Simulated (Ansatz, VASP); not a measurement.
CuAu3 in VASP and in Ansatz

```
Cu Au
1.0
     3.95329    0.00000    0.00000
     0.00000    3.95329    0.00000
     0.00000    0.00000    3.95329
Cu Au
1 3
Direct
  0.00000 0.00000 0.00000
  0.00000 0.50000 0.50000
  0.50000 0.00000 0.50000
  0.50000 0.50000 0.00000
```

Change from the starting cell: volume scaled by 0.98.

Alike in both runs: task single point; functional LDA; k mesh 9 × 9 × 9; occupations fermi-dirac, width 0.05 eV; no spin polarisation.

```csv
,VASP,Ansatz
version,VASP 6.6.1,Ansatz 0.2.0
potentials or method,"VASP PAW LDA potentials, release 64 (Cu, Au), cutoff 520 eV","all-electron LAPW, scalar-relativistic"
```

|  | VASP | Ansatz | Ansatz less VASP |
| --- | --- | --- | --- |
| pressure (GPa) | -1.7 | -2.2 | -0.54 |

LDA's correlation is that of Perdew and Zunger in VASP and of Perdew and Wang (1992) in Ansatz. Ansatz ran all-electron here, and VASP with PAW potentials.

Spin-orbit coupling is off throughout.
